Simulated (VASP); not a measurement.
Input of a VASP 6.6.1 run:

File INCAR:

```
SYSTEM = KSrBr3
ALGO     = Normal         ! electronic algorithm
EDIFF    = 1E-7           ! SCF threshold, eV
ENCUT    = 520            ! plane-wave cutoff, eV
GGA      = PE             ! functional
ISIF     = 2              ! what is computed and relaxed
ISMEAR   = -1             ! smearing method
LASPH    = .TRUE.         ! aspherical terms in the spheres
LCHARG   = .FALSE.        ! write CHGCAR
LREAL    = .FALSE.        ! projectors in reciprocal space
LWAVE    = .FALSE.        ! write WAVECAR
NBANDS   = 28             ! bands
NELM     = 100            ! most SCF steps
PREC     = Accurate       ! precision mode
SIGMA    = 0.02           ! smearing width, eV
```

Contents of KPOINTS:

```
k-points
0
G
  4 4 4
  0 0 0
```

Contents of POSCAR:

```
KSrBr3
1.0
    5.8786657483      0.0000000000      0.0000000000
    0.0000000000      5.8786657483      0.0000000000
    0.0000000000      0.0000000000      5.8786657483
K Sr Br
1 1 3
Direct
    0.0000000000      0.0000000000      0.0000000000
    0.5000000000      0.5000000000      0.5000000000
    0.5000000000      0.5000000000      0.0000000000
    0.5000000000      0.0000000000      0.5000000000
    0.0000000000      0.5000000000      0.5000000000
```

Potentials or basis: VASP PAW PBE potentials, release 64 (K_sv, Sr_sv, Br).

The run is started by

```console
$ cat potpaw_PBE.64/K_sv/POTCAR potpaw_PBE.64/Sr_sv/POTCAR potpaw_PBE.64/Br/POTCAR > POTCAR
$ mpirun -np 1 vasp_std > vasp.out
```

Question: Estimate the band gap on the k mesh.

Answer: 3.79 eV, indirect (least direct gap 4.03 eV).

Question: Predict the pressure.

Answer: 1.1 GPa.

Caveat: the cell differs from its parent crystal (strain -1.0%). A k mesh can miss the band edges.
